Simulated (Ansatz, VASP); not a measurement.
Zn3CdTe4: VASP beside Ansatz

INCAR

```
PREC     = Accurate       # precision mode
ENCUT    = 520            # plane-wave cutoff, eV
EDIFF    = 1E-7           # SCF threshold, eV
ISMEAR   = 0              # smearing method
SIGMA    = 0.1            # smearing width, eV
LREAL    = False          # projectors in reciprocal space
LASPH    = True           # aspherical terms in the spheres
NELM     = 80             # most SCF steps
ALGO     = Normal         # electronic algorithm
ISIF     = 2              # what is computed and relaxed
LWAVE    = False          # write WAVECAR
LCHARG   = False          # write CHGCAR
GGA      = PE             # functional
NBANDS   = 46             # bands
```

Contents of KPOINTS:

```
Automatic mesh
0
Gamma
  4 4 4
```

File POSCAR:

```
Zn3CdTe4
1.0
    6.2875654000      0.0000000000      0.0000000000
    0.0000000000      6.2875654000      0.0000000000
    0.0000000000      0.0000000000      6.2875654000
Zn Cd Te
3 1 4
Direct
    0.5000000000      0.0000000000      0.0000000000
    0.0000000000      0.0000000000      0.5000000000
    0.0000000000      0.5000000000      0.0000000000
    0.5000000000      0.5000000000      0.5000000000
    0.7593390000      0.2406610000      0.7593390000
    0.7593390000      0.7593390000      0.2406610000
    0.2406610000      0.2406610000      0.2406610000
    0.2406610000      0.7593390000      0.7593390000
```

Input for Ansatz:

```yaml
crystal:
  lattice:
    - [6.2875654, 0.0, 0.0]
    - [0.0, 6.2875654, 0.0]
    - [0.0, 0.0, 6.2875654]
  atoms:
    - { symbol: Zn, position: [0.5, 0.0, 0.0] }
    - { symbol: Zn, position: [0.0, 0.0, 0.5] }
    - { symbol: Zn, position: [0.0, 0.5, 0.0] }
    - { symbol: Cd, position: [0.5, 0.5, 0.5] }
    - { symbol: Te, position: [0.759339, 0.240661, 0.759339] }
    - { symbol: Te, position: [0.759339, 0.759339, 0.240661] }
    - { symbol: Te, position: [0.240661, 0.240661, 0.240661] }
    - { symbol: Te, position: [0.240661, 0.759339, 0.759339] }
basis:
  ecutwfc: 420
kpoints:
  mp_grid: { grid: [4, 4, 4] }
hamiltonian:
  xc: pbe
scf:
  occupations: { method: gaussian, width: 0.1 }
  lower_state_search: "off"
output:
  forces: true
  stress: true
  eigenvalues: true
```

Alike in both runs: task single point; functional PBE; k mesh 4 × 4 × 4; occupations gaussian, width 0.1 eV; no spin polarisation.

|  | VASP | Ansatz |
| --- | --- | --- |
| version | VASP 6.6.1 | Ansatz 0.2.0 |
| potentials or method | VASP PAW PBE potentials, release 64 (Zn, Cd, Te), cutoff 520 eV | scalar-relativistic, plane waves, PAW |
| valence electrons in the cell | 72 | 120 |

VASP gave:

```
gap on the k mesh at the Fermi level (eV) : 0.89
least direct gap on the mesh (eV)         : 0.89
pressure (GPa)                            : 0.1
rms of the force components (eV/Å)        : 0.008
```

Task: Estimate Ansatz's values.

Result: gap on the k mesh at the Fermi level (eV): 0.89; least direct gap on the mesh (eV): 0.89; pressure (GPa): 0.0; rms of the force components (eV/Å): 0.005.

Atom by atom the forces differ by 0.003 eV/Å (rms over components). VASP's potentials hold 72 valence electrons a cell and Ansatz's 120, so a difference there can come from the potentials and not from the codes.

Spin-orbit coupling is off throughout.
